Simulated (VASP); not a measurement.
# Ga3SbAs2 (P3m1) in VASP: notebook

Ga3SbAs2 is run at these levels: PBE; tasks: single point.

All numbers are computed with VASP 6.6.1; they aren't measurements. Logs are shortened: lines on timing, memory, paths and dates and some standing lists are left out, and cuts for length are marked.

## 1. The cell of the first run

The structure is trigonal, space group P3m1 (No. 156). The conventional cell has a = 4.314 Å, b = 4.314 Å, c = 10.560 Å, α = 90.00°, β = 90.00°, γ = 120.00°. Within 3.4 Å of Ga (site symmetry 3m) lie 1 As at 2.56 Å and 3 Sb at 2.69 Å. Within 3.4 Å of Ga (site symmetry 3m) lie 4 As at 2.57 to 2.62 Å. Within 3.5 Å of Ga (site symmetry 3m) lie 3 As at 2.62 Å and 1 Sb at 2.78 Å. Within 3.5 Å of Sb (site symmetry 3m) lie 4 Ga at 2.69 to 2.78 Å. As (site symmetry 3m) has 4 Ga at 2.56 to 2.62 Å within 3.4 Å. Within 3.4 Å of As (site symmetry 3m) lie 4 Ga at 2.57 to 2.62 Å.

## 2. Single point, PBE (28.37 Å³/atom)

INCAR reads:

```
SYSTEM = Ga3SbAs2
PREC = Accurate
ENCUT = 520
EDIFF = 1E-6
ISMEAR = 0
SIGMA = 0.1
LREAL = .FALSE.
LASPH = .TRUE.
NELM = 60
ALGO = Normal
ISIF = 2
LWAVE = .FALSE.
LCHARG = .FALSE.
GGA = PE
NBANDS = 36
```

KPOINTS reads:

```
regular mesh
0
G
  12 12 4
  0 0 0
```

POSCAR reads:

```
Ga3SbAs2
1.0
    4.3143561835      0.0000000298      0.0000000000
   -2.1571781176      3.7363420410      0.0000000000
    0.0000000000      0.0000000000     10.5603980768
Ga Sb As
3 1 2
Direct
    0.0000000000      0.0000000000      0.0131685690
    0.6666666667      0.3333333333      0.3330680688
    0.3333333333      0.6666666667      0.6544157763
    0.3333333333      0.6666666667      0.9177067001
    0.0000000000      0.0000000000      0.2551667978
    0.6666666667      0.3333333333      0.5764740879
```

Potentials or basis: VASP PAW PBE potentials, release 64 (Ga_d, Sb, As).

The run is started by

```console
$ cat potpaw_PBE.64/Ga_d/POTCAR potpaw_PBE.64/Sb/POTCAR potpaw_PBE.64/As/POTCAR > POTCAR
$ mpirun -np 1 vasp_std > vasp.out
```

OUTCAR:

```text
SYSTEM = Ga3SbAs2
   PREC = Accurate
   ENCUT = 520
   EDIFF = 1E-6
   ISMEAR = 0
   LREAL = .FALSE.
   LASPH = .TRUE.
   NELM = 60
   ISIF = 2
   GGA = PE

 ion  position               nearest neighbor table
   1  0.000  0.000  0.013-   5 2.56   4 2.69   4 2.69   4 2.69
   2  0.667  0.333  0.333-   6 2.57   5 2.62   5 2.62   5 2.62
   3  0.333  0.667  0.654-   6 2.62   6 2.62   6 2.62   4 2.78
   4  0.333  0.667  0.918-   1 2.69   1 2.69   1 2.69   3 2.78
   5  0.000  0.000  0.255-   1 2.56   2 2.62   2 2.62   2 2.62
   6  0.667  0.333  0.576-   2 2.57   3 2.62   3 2.62   3 2.62

  LATTYP: Found a hexagonal cell.
 ALAT       =     4.3143561835
 C/A-ratio  =     2.4477344076

  Lattice vectors:

 A1 = (   4.3143561835,   0.0000000298,   0.0000000000)
 A2 = (  -2.1571781176,   3.7363420410,   0.0000000000)
 A3 = (   0.0000000000,   0.0000000000,  10.5603980768)

Analysis of symmetry for initial positions (statically):
=====================================================================
 Subroutine PRICEL returns:
 Original cell was already a primitive cell.

 Routine SETGRP: Setting up the symmetry group for a
 hexagonal supercell.

 Subroutine GETGRP returns: Found  6 space group operations
 (whereof  6 operations were pure point group operations)
 out of a pool of 24 trial point group operations.

The static configuration has the point symmetry C_3v.

Analysis of symmetry for dynamics (positions and initial velocities):
=====================================================================
 Subroutine PRICEL returns:
 Original cell was already a primitive cell.

 Routine SETGRP: Setting up the symmetry group for a
 hexagonal supercell.

 Subroutine GETGRP returns: Found  6 space group operations
 (whereof  6 operations were pure point group operations)
 out of a pool of 24 trial point group operations.

The dynamic configuration has the point symmetry C_3v.

 Subroutine INISYM returns: Found  6 space group operations
 (whereof  6 operations are pure point group operations),
 and found     1 'primitive' translations

[... 92 lines left out ...]
 SYSTEM =  Ga3SbAs2
   PREC   = accura    normal or accurate (medium, high low for compatibility)
   ISTART =      0    job   : 0-new  1-cont  2-samecut
   ICHARG =      2    charge: 1-file 2-atom 10-const
   ISPIN  =      1    spin polarized calculation?
   LNONCOLLINEAR =      F non collinear calculations
   LSORBIT =      F    spin-orbit coupling
   LASPH  =      T    aspherical Exc in radial PAW
   ENCUT  =  520.0 eV  38.22 Ry    6.18 a.u.   8.02  8.02 19.64*2*pi/ulx,y,z
   NELM   =     60;   NELMIN=  2; NELMDL= -5     # of ELM steps
   EDIFF  = 0.1E-05   stopping-criterion for ELM
   LREAL  =      F    real-space projection
[... 7 lines left out ...]
   TEBEG  =    0.0;   TEEND  =   0.0 temperature during run
   PSTRESS=    0.0 pullay stress
   NELECT =      54.0000    total number of electrons
   NUPDOWN=      -1.0000    fix difference up-down
   EMIN   =  10.00;   EMAX   =-10.00  energy-range for DOS
   EFERMI =   0.00;   METHOD = LEGACY
   ISMEAR =     0;   SIGMA  =   0.10  broadening in eV -4-tet -1-fermi 0-gaus
   EFERMI_NEDOS =   21; number of points for ismear=-14 and -15
   IALGO  =     38    algorithm
   IMIX   =      4    mixing-type and parameters
     AMIX     =   0.40;   BMIX     =  1.00
     AMIX_MAG =   1.60;   BMIX_MAG =  1.00
  volume/ion in A,a.u.               =      28.37       191.46
  Fermi-wavevector in a.u.,A,eV,Ry     =   1.116499  2.109878 16.960623  1.246571
  Thomas-Fermi vector in A             =   2.253114
   LORBIT       =      0    0 simple, 1 ext, 2 COOP (PROOUT), +10 PAW based schemes
   GGA     = PE    functional components
   LHFCALC =     F    Hartree Fock is set to
   AEXX    =    0.0000 exact exchange contribution
   IVDW    =     0    specifies the selected vdW correction
   LEPSILON=     F    determine dielectric tensor
   LRPA    =     F    only Hartree local field effects (RPA)
 non-spin polarized calculation
 Gauss-broadening in eV      SIGMA  =   0.10
  energy-cutoff  :      520.00
  volume of cell :      170.23
 maximum number of plane-waves:      4610
   NGX = 17   NGY = 17   NGZ = 39

 number of electron      53.9999995 magnetization

 Free energy of the ion-electron system (eV)
  ---------------------------------------------------
  ext. energy  EPLUGINS =         0.00000000
  ---------------------------------------------------
  free energy    TOTEN  =       -23.53888977 eV

  energy without entropy =      -23.53741551  energy(sigma->0) =      -23.53815264

 E-fermi :   3.2398     XC(G=0):  -8.7819

 val. band max:        3.2319605759   @ k =   0.0000   0.0000   0.2500
 cond. band min:       3.2503253350   @ k =   0.0000   0.0000   0.0000
 fundamental gap:      0.0183647591
 Fermi energy:         3.2398299808

 k-point     1 :       0.0000    0.0000    0.0000
  band No.  band energies     occupation
      1     -11.7968      2.00000
      2     -11.7732      2.00000
      3     -11.7732      2.00000
      4     -11.7585      2.00000
      5     -11.7415      2.00000
      6     -11.7415      2.00000
[... 925 lines left out ...]
     35       7.4615      0.00000
     36       7.4670      0.00000

 [... further k-points ...]

------------------------ aborting loop because EDIFF is reached ----------------------------------------

  FORCE on cell =-STRESS in cart. coord.  units (eV):
  Direction    XX          YY          ZZ          XY          YZ          ZX
  --------------------------------------------------------------------------------------
  -------------------------------------------------------------------------------------
  Total       -4.2235586     -4.2235586     -4.2515971      0.0000000      0.0000000      0.0000000
  in kB      -39.7508294    -39.7508294    -40.0147185      0.0000000      0.0000000      0.0000000
  external PRESSURE =     -39.8387924 kB  Pullay stress =       0.0000000 kB

 VOLUME and BASIS-vectors are now :
 -----------------------------------------------------------------------------
  energy-cutoff  :      520.00
  volume of cell :      170.23
      direct lattice vectors                 reciprocal lattice vectors
     4.314356184  0.000000030  0.000000000     0.231784293  0.133820726  0.000000000
    -2.157178118  3.736342041  0.000000000    -0.000000002  0.267641449  0.000000000
     0.000000000  0.000000000 10.560398077     0.000000000  0.000000000  0.094693400

 POSITION                                       TOTAL-FORCE (eV/Angst)
 -----------------------------------------------------------------------------------
      0.00000      0.00000      0.13907        -0.000000     -0.000000      0.002431
      2.15718      1.24545      3.51733         0.000000      0.000000      0.002232
     -0.00000      2.49089      6.91089        -0.000000     -0.000000      0.003529
     -0.00000      2.49089      9.69135        -0.000000     -0.000000     -0.004145
      0.00000      0.00000      2.69466        -0.000000     -0.000000     -0.001942
      2.15718      1.24545      6.08780        -0.000000     -0.000000     -0.002104
 -----------------------------------------------------------------------------------
    total drift:                                0.000004     -0.000003      0.000489

  FREE ENERGIE OF THE ION-ELECTRON SYSTEM (eV)
  ---------------------------------------------------
  free  energy   TOTEN  =       -23.5388897687 eV

  energy  without entropy=      -23.5374155088  energy(sigma->0) =      -23.53815264
```

stdout:

```text
POSCAR found type information on POSCAR GaSbAs
 POSCAR found :  3 types and       6 ions
 scaLAPACK will be used
 LDA part: xc-table for (Slater+PW92), standard interpolation
 POSCAR, INCAR and KPOINTS ok, starting setup
 FFT: planning ... GRIDC
 FFT: planning ... GRID_SOFT
 FFT: planning ... GRID
 WAVECAR not read
 entering main loop
```

Wall time 7.6 min (1 thread of AMD EPYC 7R13, shared host); peak memory 0.5 GiB.

What came out:

```yaml
Free_energy: -23.5389 eV
Pressure: -4.0 GPa
Largest_force: 0.004 eV/Å
Band_gap_on_the_k_mesh: zero (bands 27 and 28 overlap by 0.03 eV)
```

Forces in eV/Å, atoms in the order of the input:
```
Ga   0.000  0.000  0.002
Ga   0.000  0.000  0.002
Ga   0.000  0.000  0.004
Sb   0.000  0.000 -0.004
As   0.000  0.000 -0.002
As   0.000  0.000 -0.002
```

Caveat: the cell stands under tension; semilocal functionals underestimate gaps, and a narrow one can read as zero; spin-orbit coupling is left out, which moves the levels of the heavy elements.

## 3. Single point, PBE

This run uses another cell than the first one: it holds 12 atoms, not 6.

INCAR reads:

```
SYSTEM = Ga3SbAs2
ALGO = Normal
EDIFF = 1E-6
ENCUT = 520
GGA = PE
ISIF = 2
ISMEAR = 0
LASPH = .TRUE.
LCHARG = .TRUE.
LELF = .TRUE.
LREAL = .FALSE.
LVHAR = .TRUE.
LWAVE = .FALSE.
NBANDS = 66
NELM = 60
PREC = Accurate
SIGMA = 0.2
```

KPOINTS reads:

```
k-points
0
G
  6 4 2
  0 0 0
```

POSCAR reads:

```
Ga3SbAs2
1.0
    4.1776495028      0.0000000289      0.0000000000
   -0.0000000500      7.2359011951      0.0000000000
    0.0000000000      0.0000000000     10.2389541000
Ga Sb As
6 2 4
Direct
    0.0000000000      0.0000000000      0.0137060000
    0.5000000000      0.5000000000      0.0137060000
    0.5000000000      0.1666666667      0.3330410000
    0.0000000000      0.6666666667      0.3330410000
    0.0000000000      0.3333333333      0.6541310000
    0.5000000000      0.8333333333      0.6541310000
    0.0000000000      0.3333333333      0.9162200000
    0.5000000000      0.8333333333      0.9162200000
    0.0000000000      0.0000000000      0.2560920000
    0.5000000000      0.5000000000      0.2560920000
    0.5000000000      0.1666666667      0.5768100000
    0.0000000000      0.6666666667      0.5768100000
```

Potentials or basis: VASP PAW PBE potentials, release 64 (Ga_d, Sb, As).

The run is started by

```console
$ cat potpaw_PBE.64/Ga_d/POTCAR potpaw_PBE.64/Sb/POTCAR potpaw_PBE.64/As/POTCAR > POTCAR
$ mpirun -np 1 vasp_std > vasp.out
```

Wall time 16 min (1 thread of AMD EPYC 7R13, shared host); peak memory 0.58 GiB.

The run converged. Its results:

```yaml
Free_energy: -47.4686 eV
Pressure: 0.2 GPa
Largest_force: 0.057 eV/Å
Band_gap_on_the_k_mesh: zero (filled and empty bands touch)
```

Forces on the atoms (eV/Å):
```
Ga   0.000  0.002  0.057
Ga   0.000  0.002  0.057
Ga   0.000  0.000 -0.006
Ga   0.000  0.000 -0.006
Ga   0.000  0.000 -0.033
Ga   0.000  0.000 -0.033
Sb   0.000 -0.002 -0.035
Sb   0.000 -0.002 -0.035
As   0.000  0.000  0.002
As   0.000  0.000  0.002
As   0.000  0.000  0.016
As   0.000  0.000  0.016
```

Stress tensor (GPa, compression positive):
```
 0.29  0.00  0.00
 0.00  0.15 -0.02
 0.00 -0.02  0.13
```

Levels at points of the mesh, in eV from the Fermi level:
```csv
k point,band 51,band 52,band 53,band 54,band 55,band 56,band 57,band 58
"(0.00, 0.00, 0.00)",-1.09,-0.64,-0.35,0.00,0.00,0.14,1.08,1.12
"(0.50, 0.00, 0.00)",-2.39,-2.39,-1.43,-1.43,1.92,1.92,2.03,2.03
"(0.00, 0.50, 0.00)",-1.18,-1.18,-0.91,-0.91,1.29,1.29,1.56,1.56
"(0.50, 0.50, 0.00)",-2.01,-2.01,-1.50,-1.50,1.08,1.08,1.12,1.12
"(0.00, 0.00, 0.50)",-0.95,-0.95,-0.13,-0.13,0.10,0.32,0.49,1.22
"(0.50, 0.00, 0.50)",-2.17,-2.17,-1.97,-1.97,2.00,2.00,2.20,2.20
"(0.00, 0.50, 0.50)",-1.70,-1.70,-0.73,-0.73,1.10,1.10,1.44,1.44
"(0.50, 0.50, 0.50)",-1.37,-1.37,-1.25,-1.25,0.32,0.32,1.22,1.22
```

Caveat: semilocal functionals underestimate gaps, and a narrow one can read as zero; spin-orbit coupling is left out, which moves the levels of the heavy elements.

The gap in the log of VASP goes by the Fermi energy; the results here count the filled bands.